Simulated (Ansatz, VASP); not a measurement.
**One calculation of PtSe2, two programs**

```xyz
6
Lattice="3.7070 0.0000 0.0000 -1.8535 3.2104 0.0000 0.0000 0.0000 22.7982" Properties=species:S:1:pos:R:3 pbc="T T T"
Se    1.8535    1.0701    4.5000
Se    0.0000    2.1403    7.1491
Se    0.9268    2.6753   10.2591
Se   -0.9268    3.7455   12.9082
Pt    0.0000    0.0000    5.8245
Pt   -0.9268    1.6052   11.5836
```

Alike in both runs: task single point; functional PBE; dispersion D3(BJ); k mesh 9 × 9 × 1; occupations gaussian, width 0.05 eV; no spin polarisation.

```csv
,VASP,Ansatz
version,VASP 6.6.1,Ansatz 0.2.0
potentials or method,"VASP PAW PBE potentials, release 64 (Se, Pt), cutoff 520 eV","scalar-relativistic, plane waves, PAW"
valence electrons in the cell,44,100
```

|  | VASP | Ansatz | Ansatz less VASP |
| --- | --- | --- | --- |
| gap on the k mesh at the Fermi level (eV) | 0.64 | 0.65 | +0.008 |
| least direct gap on the mesh (eV) | 0.94 | 0.95 | +0.009 |
| rms of the force components (eV/Å) | 0.059 | 0.060 | +0.0004 |

VASP's potentials hold 44 valence electrons a cell and Ansatz's 100, so a difference there can come from the potentials and not from the codes.

Neither program's run includes spin-orbit coupling.
